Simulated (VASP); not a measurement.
Runs of VASP 6.6.1 on Al3SiPd2. The structure is that of space group P6/mmm (No. 191), or close to it. The cells are those of the table. 

```csv
task,cell,k mesh,cutoff (eV),gap on the mesh (eV),pressure (GPa),largest force (eV/Å)
single point,"a = 5.275, b = 5.275, c = 7.039 Å, angles 90.0, 90.0, 120.0°, 6 atoms",12 × 12 × 6,520,none,0.0,(b)
relaxation of cell and atoms,"relaxed from a = 4.077, b = 4.077, c = 6.073 Å, angles 90.0, 90.0, 120.0°, 6 atoms",6 × 6 × 4,600,none,0.0,0.01
single point,"a = 4.077, b = 4.077, c = 6.073 Å, angles 90.0, 90.0, 120.0°, 6 atoms",6 × 6 × 4,520,none,117.9,2.45
single point,"a = 5.264, b = 5.264, c = 7.017 Å, angles 90.0, 90.0, 120.0°, 6 atoms",6 × 6 × 4,520,none,0.1,(a)
```

Alike in all rows: level PBE; potentials or basis VASP PAW PBE potentials, release 64 (Al, Si, Pd); no spin polarisation; smearing gaussian 0.1 eV.

Question: Estimate the missing entries.

Answer: (a) 0.06; (b) 0.05.

Caveats: forces of over 1 eV/Å act on the atoms, so gaps and moduli don't describe the material at rest (some runs).

A k mesh can miss the band edges, and the runs leave out spin-orbit coupling on Pd.

A gap of «none» marks levels without a gap at the run's occupations.
